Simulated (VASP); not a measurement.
The system is BaAs.

```
Ba As
1.0
     0.00000    3.44473    3.44473
     3.44473    0.00000    3.44473
     3.44473    3.44473    0.00000
Ba As
1 1
Direct
  0.00000 0.00000 0.00000
  0.25000 0.25000 0.25000
```

Base run:

```yaml
Program: VASP 6.6.1
Functional: PBE
Potentials_or_basis: VASP PAW PBE potentials, release 64 (Ba_sv, As)
Cutoff: 500 eV
k_mesh: 5 × 5 × 5
Occupations: methfessel-paxton, width 0.0317 eV
Spin: no spin polarisation
```

Its results: pressure 5.8 GPa.

Problem. The run is repeated on the same cell with these changes: dispersion from none to D4. What comes out?

Solution. Pressure 4.7 GPa.

Dispersion adds attraction, which lowers the pressure at fixed volume and, as a term added to the energy, leaves the levels alone.

Caveats: spin-orbit coupling is left out, which moves the levels of the heavy elements; pairwise dispersion overbinds metals, which lowers pressure and volume (some runs).
